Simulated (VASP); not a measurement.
**Mg: relaxation of cell and atoms with LDA**

Crystal: Mg.

```
Mg
1.0
     3.13463    0.00000    0.00000
    -1.56731    2.71467    0.00000
     0.00000    0.00000    5.07810
Mg
2
Direct
  0.33333 0.66667 0.25000
  0.66667 0.33333 0.75000
```

* Program: VASP 6.6.1
* Task: relaxation of cell and atoms
* Functional: LDA
* Potentials or basis: VASP PAW LDA potentials, release 64 (Mg)
* Cutoff: 600 eV
* k mesh: 16 × 16 × 9
* Occupations: fermi-dirac, width 0.1 eV
* Spin: no spin polarisation
* Dipole correction: no
* Further INCAR settings: ALGO = Normal; EDIFF = 1e-06; IBRION = 2; EDIFFG = -0.005; NSW = 60; ISIF = 3

```yaml
Relaxed_volume: 21.46 Å³/atom
Relaxed_cell: a = 3.128 Å, b = 3.128 Å, c = 5.066 Å, α = 90.00°, β = 90.00°, γ = 120.00°
Space_group_after_relaxing_to_0.1_Å: P6_3/mmc (No. 194)
Energy_gained_by_relaxing: 0.1 meV/atom
Ionic_steps: 3
Pressure_after_relaxing: 0.0 GPa
Band_gap_on_the_k_mesh: zero (bands 2 and 3 overlap by 2.26 eV)
```

The path:
| step | energy change (eV) | largest force (eV/Å) | pressure (GPa) | volume (Å³) |
| --- | --- | --- | --- | --- |
| 1 | 0.0000 | 0.0000 | -0.26 | 43.21 |
| 2 | -0.0002 | 0.0000 | -0.06 | 42.99 |
| 3 | -0.0002 | 0.0000 | 0.00 | 42.93 |

Final structure:
```yaml
crystal:
  lattice:
    - [3.12821, 0.00000, 0.00000]
    - [-1.56411, 2.70911, 0.00000]
    - [0.00000, 0.00000, 5.06562]
  atoms:
    - { symbol: Mg, position: [0.33333, 0.66667, 0.25000] }
    - { symbol: Mg, position: [0.66667, 0.33333, 0.75000] }
```

Levels at points of the mesh, in eV from the Fermi level:
```
           k point  band 1  band 2  band 3  band 4  band 5  band 6
(0.00, 0.00, 0.00)   -7.22   -1.76   -1.26   11.25   11.25   11.43
(0.50, 0.00, 0.00)   -2.25   -2.22    2.75    3.09    3.44    3.84
```

Run time: 22 s on 1 thread of Intel(R) Xeon(R) 6975P-C (Granite Rapids), on a shared host, peak memory 0.2 GiB.
